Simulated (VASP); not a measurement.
# BeSi2Br (P6/mmm) in VASP: further runs

Runs on BeSi2Br. Level: PBE. Tasks: single point, relaxation of cell and atoms.

Program: VASP 6.6.1. These are calculated values, not measurements. Logs are shortened: lines on timing, memory, paths and dates and some standing lists are left out, and cuts for length are marked.

### 1 The cell of the first run

The structure is hexagonal, space group P6/mmm (No. 191). The conventional cell has a = 2.798 Å, b = 2.798 Å, c = 10.392 Å, α = 90.00°, β = 90.00°, γ = 120.00°. Be (site symmetry 6/mmm) has 2 Si at 2.25 Å and 6 Be at 2.80 Å within 3.0 Å. Within 3.0 Å of Si (site symmetry 6mm) lie 1 Be at 2.25 Å and 6 Si at 2.80 Å and 1 Br at 2.94 Å. Br (site symmetry 6/mmm) has 6 Br at 2.80 Å and 2 Si at 2.94 Å within 3.7 Å.

The cell was generated, and may not be a known phase.

### 2 Single point, PBE

The input, INCAR:

```
SYSTEM = BeSi2Br
PREC     = Accurate       ! precision mode
ENCUT    = 520            ! plane-wave cutoff, eV
EDIFF    = 1E-7           ! SCF threshold, eV
ISMEAR   = 0              ! smearing method
SIGMA    = 0.1            ! smearing width, eV
LREAL    = .False.        ! projectors in reciprocal space
LASPH    = .True.         ! aspherical terms in the spheres
NELM     = 80             ! most SCF steps
ALGO     = Normal         ! electronic algorithm
ISIF     = 2              ! what is computed and relaxed
LWAVE    = .False.        ! write WAVECAR
LCHARG   = .False.        ! write CHGCAR
GGA      = PE             ! functional
NBANDS   = 16             ! bands
```

The input, KPOINTS:

```
Automatic mesh
0
Gamma
  18 18 6
  0 0 0
```

The input, POSCAR:

```
BeSi2Br
1.0
    2.7984823717      0.0000000000      0.0000000000
   -1.3992411858      2.4235568259      0.0000000000
    0.0000000000      0.0000000000     10.3924953411
Be Si Br
1 2 1
Direct
    0.0000000000      0.0000000000      0.5000000000
    0.0000000000      0.0000000000      0.7168134961
    0.0000000000      0.0000000000      0.2831865039
    0.0000000000      0.0000000000      0.0000000000
```

Potentials or basis: VASP PAW PBE potentials, release 64 (Be, Si, Br).

Launch:

```console
> cat potpaw_PBE.64/Be/POTCAR potpaw_PBE.64/Si/POTCAR potpaw_PBE.64/Br/POTCAR > POTCAR
> mpirun -np 1 vasp_std > vasp.out
```

OUTCAR:

```text
SYSTEM = BeSi2Br
   PREC = Accurate
   ENCUT = 520
   EDIFF = 1E-7
   ISMEAR = 0
   LREAL = .False.
   LASPH = .True.
   NELM = 80
   ISIF = 2
   GGA = PE

 ion  position               nearest neighbor table
   1  0.000  0.000  0.500-   2 2.25   3 2.25
   2  0.000  0.000  0.717-   1 2.25   4 2.94
   3  0.000  0.000  0.283-   1 2.25   4 2.94
   4  0.000  0.000  0.000-   2 2.94   3 2.94

  LATTYP: Found a hexagonal cell.
 ALAT       =     2.7984823717
 C/A-ratio  =     3.7136182976

  Lattice vectors:

 A1 = (   2.7984823717,   0.0000000000,   0.0000000000)
 A2 = (  -1.3992411858,   2.4235568259,   0.0000000000)
 A3 = (   0.0000000000,   0.0000000000,  10.3924953411)

Analysis of symmetry for initial positions (statically):
=====================================================================
 Subroutine PRICEL returns:
 Original cell was already a primitive cell.

 Routine SETGRP: Setting up the symmetry group for a
 hexagonal supercell.

 Subroutine GETGRP returns: Found 24 space group operations
 (whereof 24 operations were pure point group operations)
 out of a pool of 24 trial point group operations.

The static configuration has the point symmetry D_6h.

Analysis of symmetry for dynamics (positions and initial velocities):
=====================================================================
 Subroutine PRICEL returns:
 Original cell was already a primitive cell.

 Routine SETGRP: Setting up the symmetry group for a
 hexagonal supercell.

 Subroutine GETGRP returns: Found 24 space group operations
 (whereof 24 operations were pure point group operations)
 out of a pool of 24 trial point group operations.

The dynamic configuration has the point symmetry D_6h.

 Subroutine INISYM returns: Found 24 space group operations
 (whereof 24 operations are pure point group operations),
 and found     1 'primitive' translations

----------------------------------------------------------------------------------------

                                     Primitive cell

  volume of cell :      70.4848

  direct lattice vectors                    reciprocal lattice vectors
     2.798482372  0.000000000  0.000000000     0.357336537  0.206308346  0.000000000
    -1.399241186  2.423556826  0.000000000     0.000000000  0.412616692  0.000000000
     0.000000000  0.000000000 10.392495341     0.000000000  0.000000000  0.096223281

  length of vectors
     2.798482372  2.798482372 10.392495341     0.412616692  0.412616692  0.096223281

  position of ions in fractional coordinates (direct lattice)
     0.000000000  0.000000000  0.500000000
     0.000000000  0.000000000  0.716813496
     0.000000000  0.000000000  0.283186504
     0.000000000  0.000000000  0.000000000

  ion indices of the primitive-cell ions
   primitive index   ion index
                 1           1
                 2           2
                 3           3
                 4           4

----------------------------------------------------------------------------------------

 KPOINTS: Automatic mesh

Automatic generation of k-mesh.
 Grid dimensions read from file:
 generate k-points for:   18   18    6

 Generating k-lattice:

  Cartesian coordinates                     Fractional coordinates (reciprocal lattice)
     0.019852030  0.011461575  0.000000000     0.055555556  0.000000000  0.000000000
     0.000000000  0.022923150  0.000000000     0.000000000  0.055555556  0.000000000
     0.000000000  0.000000000  0.016037214     0.000000000  0.000000000  0.166666667

  Length of vectors
     0.022923150  0.022923150  0.016037214

  Shift w.r.t. Gamma in fractional coordinates (k-lattice)
     0.000000000  0.000000000  0.000000000

 Subroutine IBZKPT returns following result:
 ===========================================

 Found    148 irreducible k-points:

 Following reciprocal coordinates:
            Coordinates               Weight
  0.000000  0.000000  0.000000      1.000000
  0.055556  0.000000  0.000000      6.000000
  0.111111  0.000000  0.000000      6.000000
  0.166667  0.000000  0.000000      6.000000
  0.222222  0.000000  0.000000      6.000000
  0.277778  0.000000  0.000000      6.000000
[... 16 lines left out ...]
  0.333333  0.111111  0.000000     12.000000
  0.388889  0.111111  0.000000     12.000000
 [... further k-points ...]
   k-points           NKPTS =    148   k-points in BZ     NKDIM =    148   number of bands    NBANDS=     16
   number of dos      NEDOS =    301   number of ions     NIONS =      4
   total plane-waves  NPLWV =  46080
   dimension x,y,z NGX =    24 NGY =   24 NGZ =   80
   dimension x,y,z NGXF=    48 NGYF=   48 NGZF=  160
   ions per type =               1   2   1
   NGX,Y,Z   is equivalent  to a cutoff of  14.26, 14.26, 12.80 a.u.
   NGXF,Y,Z  is equivalent  to a cutoff of  28.51, 28.51, 25.59 a.u.
 SYSTEM =  BeSi2Br
   PREC   = accura    normal or accurate (medium, high low for compatibility)
   ISTART =      0    job   : 0-new  1-cont  2-samecut
[... 34 lines left out ...]
   AEXX    =    0.0000 exact exchange contribution
   IVDW    =     0    specifies the selected vdW correction
   LEPSILON=     F    determine dielectric tensor
   LRPA    =     F    only Hartree local field effects (RPA)
 non-spin polarized calculation
 Gauss-broadening in eV      SIGMA  =   0.10
  energy-cutoff  :      520.00
  volume of cell :       70.48
 maximum number of plane-waves:      1924
 NGX is ok and might be reduce to    24

 number of electron      17.0000000 magnetization

 Free energy of the ion-electron system (eV)
  ---------------------------------------------------
  ext. energy  EPLUGINS =         0.00000000
  ---------------------------------------------------
  free energy    TOTEN  =       -13.18453254 eV

  energy without entropy =      -13.17457182  energy(sigma->0) =      -13.17955218

 E-fermi :   5.8208     XC(G=0):  -9.9954

 val. band max:        5.8179457614   @ k =   0.3333   0.2222   0.1667
 cond. band min:       5.8258410167   @ k =   0.3333   0.2222   0.5000
 fundamental gap:      0.0078952552
 Fermi energy:         5.8208486579

 k-point     1 :       0.0000    0.0000    0.0000
  band No.  band energies     occupation
      1     -12.2122      2.00000
      2      -5.2996      2.00000
      3      -5.2697      2.00000
      4      -0.6497      2.00000
      5       0.1107      2.00000
      6       3.8982      2.00000
[... 8 lines left out ...]
     15      15.3823      0.00000
     16      17.1435      0.00000

 k-point     2 :       0.0556    0.0000    0.0000
  band No.  band energies     occupation
      1     -12.1501      2.00000
      2      -5.2252      2.00000
      3      -5.1949      2.00000
      4      -0.5861      2.00000
      5       0.1780      2.00000
      6       3.9572      2.00000
[... 8 lines left out ...]
     15      15.5482      0.00000
     16      16.9909      0.00000

 k-point     3 :       0.1111    0.0000    0.0000
  band No.  band energies     occupation
      1     -11.9655      2.00000
      2      -5.0021      2.00000
      3      -4.9709      2.00000
      4      -0.3970      2.00000
      5       0.3799      2.00000
      6       4.1315      2.00000
[... 8 lines left out ...]
     15      15.4495      0.00000
     16      16.3699      0.00000

 k-point     4 :       0.1667    0.0000    0.0000
  band No.  band energies     occupation
      1     -11.6638      2.00000
      2      -4.6312      2.00000
      3      -4.5987      2.00000
      4      -0.0879      2.00000
      5       0.7152      2.00000
      6       4.4115      2.00000
[... 8 lines left out ...]
     15      14.4594      0.00000
     16      15.7874      0.00000
[... 324 lines left out ...]
 k-point    22 :       0.2778    0.1111    0.0000
  band No.  band energies     occupation
      1     -10.0704      2.00000
      2      -2.4352      2.00000
      3      -2.4060      2.00000
      4       0.4904      2.00000
      5       1.5438      2.00000
      6       2.7322      2.00000
[... 8 lines left out ...]
     15      11.7924      0.00000
     16      13.4173      0.00000

 k-point    23 :       0.3333    0.1111    0.0000
  band No.  band energies     occupation
      1      -9.5551      2.00000
      2      -1.5234      2.00000
      3      -1.4931      2.00000
      4      -0.5408      2.00000
      5       2.0544      2.00000
      6       3.5679      2.00000
[... 8 lines left out ...]
     15      11.0730      0.00000
     16      13.1960      0.00000

 k-point    24 :       0.3889    0.1111    0.0000
  band No.  band energies     occupation
      1      -9.1580      2.00000
      2      -1.3510      2.00000
      3      -0.5195      2.00000
      4      -0.4041      2.00000
      5       2.2340      2.00000
      6       2.3420      2.00000
[... 8 lines left out ...]
     15      11.3957      0.00000
     16      13.2330      0.00000

 [... further k-points ...]

------------------------ aborting loop because EDIFF is reached ----------------------------------------

  FORCE on cell =-STRESS in cart. coord.  units (eV):
  Direction    XX          YY          ZZ          XY          YZ          ZX
  --------------------------------------------------------------------------------------
  -------------------------------------------------------------------------------------
  Total       -0.0004311     -0.0004311      0.0153455     -0.0000000      0.0000000      0.0000000
  in kB       -0.0097991     -0.0097991      0.3488148     -0.0000000      0.0000000      0.0000000
  external PRESSURE =       0.1097389 kB  Pullay stress =       0.0000000 kB

 VOLUME and BASIS-vectors are now :
 -----------------------------------------------------------------------------
  energy-cutoff  :      520.00
  volume of cell :       70.48
      direct lattice vectors                 reciprocal lattice vectors
     2.798482372  0.000000000  0.000000000     0.357336537  0.206308346  0.000000000
    -1.399241186  2.423556826  0.000000000     0.000000000  0.412616692  0.000000000
     0.000000000  0.000000000 10.392495341     0.000000000  0.000000000  0.096223281

 POSITION                                       TOTAL-FORCE (eV/Angst)
 -----------------------------------------------------------------------------------
      0.00000      0.00000      5.19625         0.000000      0.000000      0.000000
      0.00000      0.00000      7.44948         0.000000      0.000000      0.003024
      0.00000      0.00000      2.94301        -0.000000     -0.000000     -0.003024
      0.00000      0.00000      0.00000         0.000000      0.000000      0.000000
 -----------------------------------------------------------------------------------
    total drift:                               -0.000000      0.000000     -0.000000

  FREE ENERGIE OF THE ION-ELECTRON SYSTEM (eV)
  ---------------------------------------------------
  free  energy   TOTEN  =       -13.1845325350 eV

  energy  without entropy=      -13.1745718235  energy(sigma->0) =      -13.17955218
```

Run time: 99 s. Hardware: 1 thread of Intel Xeon 6975P-C (Granite Rapids), shared host; peak memory 0.32 GiB.

Results:

* Free energy: -13.1845 eV
* Pressure: 0.0 GPa
* Largest force: 0.003 eV/Å
* Band gap on the k mesh: zero (an odd number of electrons rules out a gap without spin polarisation)

Forces on the atoms (eV/Å):
```
Be   0.000  0.000  0.000
Si   0.000  0.000  0.003
Si   0.000  0.000 -0.003
Br   0.000  0.000  0.000
```

Caveat: an odd number of electrons without spin polarisation forces a metal; a magnetic or distorted state may lie lower.

### 3 Single point, PBE

This run uses another cell than the first one: it holds 8 atoms, not 4.

The input, INCAR:

```
SYSTEM = BeSi2Br
PREC     = Accurate       ! precision mode
ENCUT    = 520            ! plane-wave cutoff, eV
EDIFF    = 1E-6           ! SCF threshold, eV
ISMEAR   = 0              ! smearing method
SIGMA    = 0.2            ! smearing width, eV
LREAL    = .FALSE.        ! projectors in reciprocal space
LASPH    = .TRUE.         ! aspherical terms in the spheres
NELM     = 80             ! most SCF steps
ALGO     = Normal         ! electronic algorithm
ISIF     = 2              ! what is computed and relaxed
LWAVE    = .FALSE.        ! write WAVECAR
LCHARG   = .FALSE.        ! write CHGCAR
GGA      = PE             ! functional
NBANDS   = 27             ! bands
```

The input, KPOINTS:

```
regular mesh
0
G
  8 4 2
  0 0 0
```

The input, POSCAR:

```
BeSi2Br
1.0
    1.3992411858     -2.4235568259      0.0000000000
   -4.1977235575     -2.4235568259      0.0000000000
    0.0000000000      0.0000000000    -10.3924953411
Be Si Br
2 4 2
Direct
    1.0000000000      1.0000000000      0.5000000000
    0.5000000000      0.5000000000      0.5000000000
    0.5000000000      0.5000000000      0.2831865039
    0.0000000000      0.0000000000      0.2831865039
    1.0000000000      1.0000000000      0.7168134961
    0.5000000000      0.5000000000      0.7168134961
    1.0000000000      1.0000000000      0.0000000000
    0.5000000000      0.5000000000      0.0000000000
```

Potentials or basis: VASP PAW PBE potentials, release 64 (Be, Si, Br).

Launch:

```console
> cat potpaw_PBE.64/Be/POTCAR potpaw_PBE.64/Si/POTCAR potpaw_PBE.64/Br/POTCAR > POTCAR
> mpirun -np 1 vasp_std > vasp.out
```

Wall time 51 s (1 thread of Intel Xeon 6975P-C (Granite Rapids), shared host); peak memory 0.3 GiB.

The run converged. Its results:

```yaml
Free_energy: -26.4131 eV
Pressure: 0.0 GPa
Largest_force: 0.087 eV/Å
Band_gap_on_the_k_mesh: zero (bands 17 and 18 overlap by 3.52 eV)
```

Forces on the atoms (eV/Å):
```
Be   0.000  0.000  0.000
Be   0.000  0.000  0.000
Si   0.000  0.000 -0.087
Si   0.000  0.000 -0.087
Si   0.000  0.000  0.087
Si   0.000  0.000  0.087
Br   0.000  0.000  0.000
Br   0.000  0.000  0.000
```

Stress tensor (GPa, compression positive):
```
-0.39  0.04  0.00
 0.04 -0.44  0.00
 0.00  0.00  0.84
```

Levels at points of the mesh, in eV from the Fermi level:
```tsv
k point	band 13	band 14	band 15	band 16	band 17	band 18	band 19	band 20	band 21	band 22
(0.00, 0.00, 0.00)	-1.84	-0.53	-0.39	-0.17	1.27	1.71	1.95	1.97	3.47	5.11
(0.50, 0.00, 0.00)	-1.55	-1.55	-1.10	-1.10	-1.09	-1.09	-0.16	-0.16	0.16	0.16
(0.00, 0.50, 0.00)	-0.77	-0.77	0.52	0.52	2.02	2.02	2.33	2.33	2.58	2.58
(0.50, 0.50, 0.00)	-3.09	-3.09	-0.54	-0.54	-0.39	-0.39	-0.17	-0.17	1.71	1.71
(0.00, 0.00, 0.50)	-3.29	-0.53	-0.36	0.44	0.80	1.95	1.97	3.04	4.70	4.93
(0.50, 0.00, 0.50)	-1.29	-1.29	-0.97	-0.97	-0.49	-0.49	-0.26	-0.26	0.29	0.29
(0.00, 0.50, 0.50)	-2.19	-2.19	0.52	0.52	1.94	1.94	2.36	2.36	3.90	3.90
(0.50, 0.50, 0.50)	-3.29	-3.29	-0.54	-0.54	-0.36	-0.36	0.44	0.44	0.80	0.80
```

### 4 Relaxation of cell and atoms, PBE

The input, INCAR:

```
SYSTEM = BeSi2Br
PREC = Accurate
ENCUT = 600
EDIFF = 1E-6
ISMEAR = 0
SIGMA = 0.1
LREAL = .FALSE.
LASPH = .TRUE.
NELM = 100
ALGO = Normal
ISIF = 3
LWAVE = .FALSE.
LCHARG = .FALSE.
GGA = PE
IBRION = 2
NSW = 100
EDIFFG = -0.01
```

The input, KPOINTS:

```
Automatic mesh
0
G
  18 18 6
  0 0 0
```

The input, POSCAR:

```
BeSi2Br
1.0
    2.7895110933      0.0000000000      0.0000000000
   -1.3947555466      2.4157874709      0.0000000000
    0.0000000000      0.0000000000     10.4420456123
Be Si Br
1 2 1
Direct
    0.0000000000      0.0000000000      0.5000000000
    0.0000000000      0.0000000000      0.7174451380
    0.0000000000      0.0000000000      0.2825548620
    0.0000000000      0.0000000000      0.0000000000
```

Launch:

```console
> cat potpaw_PBE.64/Be/POTCAR potpaw_PBE.64/Si/POTCAR potpaw_PBE.64/Br/POTCAR > POTCAR
> mpirun -np 1 vasp_std > vasp.out
```

Run time: 96 s. Hardware: 1 thread of Intel Xeon 6975P-C (Granite Rapids), shared host; peak memory 0.35 GiB.

Results (log left out):

| Quantity | Value |
| --- | --- |
| Free energy | -13.1846 eV |
| Relaxed volume | 17.61 Å³/atom |
| Relaxed cell | a = 2.798 Å, b = 2.798 Å, c = 10.389 Å, α = 90.00°, β = 90.00°, γ = 120.00° |
| Space group after relaxing (to 0.1 Å) | P6/mmm (No. 191) |
| Energy gained by relaxing | 0.6 meV/atom |
| Ionic steps | 2 |
| Pressure after relaxing | 0.0 GPa |
| Largest force after relaxing | 0.006 eV/Å |
| Band gap on the k mesh | zero (an odd number of electrons rules out a gap without spin polarisation) |

Forces on the atoms (eV/Å):
```
Be   0.000  0.000  0.000
Si   0.000  0.000 -0.006
Si   0.000  0.000  0.006
Br   0.000  0.000  0.000
```

Step by step:
```tsv
step	energy change (eV)	largest force (eV/Å)	pressure (GPa)	volume (Å³)
1	0.0000	0.0843	0.08	70.37
2	-0.0023	0.0058	0.01	70.46
```

Final structure:
```yaml
crystal:
  lattice:
    - [2.79841, 0.00000, 0.00000]
    - [-1.39921, 2.42350, 0.00000]
    - [0.00000, 0.00000, 10.38872]
  atoms:
    - { symbol: Be, position: [0.00000, 0.00000, 0.50000] }
    - { symbol: Si, position: [0.00000, 0.00000, 0.71706] }
    - { symbol: Si, position: [0.00000, 0.00000, 0.28294] }
    - { symbol: Br, position: [0.00000, 0.00000, 0.00000] }
```

Levels at points of the mesh, in eV from the Fermi level:
| k point | band 6 | band 7 | band 8 | band 9 | band 10 | band 11 | band 12 |
| --- | --- | --- | --- | --- | --- | --- | --- |
| (0.00, 0.00, 0.00) | -1.92 | 1.16 | 1.99 | 1.99 | 6.85 | 8.78 | 8.78 |
| (0.50, 0.00, 0.00) | -4.31 | -3.14 | -0.51 | -0.50 | -0.29 | 1.62 | 3.39 |
| (0.00, 0.00, 0.50) | -3.65 | 1.99 | 1.99 | 2.94 | 4.60 | 8.76 | 8.76 |
| (0.50, 0.00, 0.50) | -4.15 | -3.34 | -0.51 | -0.48 | 0.33 | 0.71 | 4.83 |

Caveat: an odd number of electrons without spin polarisation forces a metal; a magnetic or distorted state may lie lower.

### 5 Summary

| task | cell | k mesh | cutoff (eV) | smearing | gap on the mesh (eV) | pressure (GPa) | largest force (eV/Å) |
| --- | --- | --- | --- | --- | --- | --- | --- |
| single point | a = 2.798, b = 2.798, c = 10.392 Å, angles 90.0, 90.0, 120.0°, 4 atoms, atomic positions A | 18 × 18 × 6 | 520 | gaussian 0.1 eV | none | 0.0 | - |
| single point | a = 2.798, b = 4.847, c = 10.392 Å, 8 atoms, atomic positions B | 8 × 4 × 2 | 520 | gaussian 0.2 eV | none | 0.0 | 0.09 |
| relaxation of cell and atoms | relaxed from a = 2.790, b = 2.790, c = 10.442 Å, angles 90.0, 90.0, 120.0°, 4 atoms, atomic positions C | 18 × 18 × 6 | 600 | gaussian 0.1 eV | none | 0.0 | 0.01 |

Alike in all rows: level PBE; potentials or basis VASP PAW PBE potentials, release 64 (Be, Si, Br); no spin polarisation.

Caveats: an odd number of electrons without spin polarisation forces a metal (at least some runs); a magnetic or distorted state may lie lower (at least some runs).

Absolute energies hang on the potentials; compare differences alone.

The gap in the log of VASP goes by the Fermi energy; the results here count the filled bands.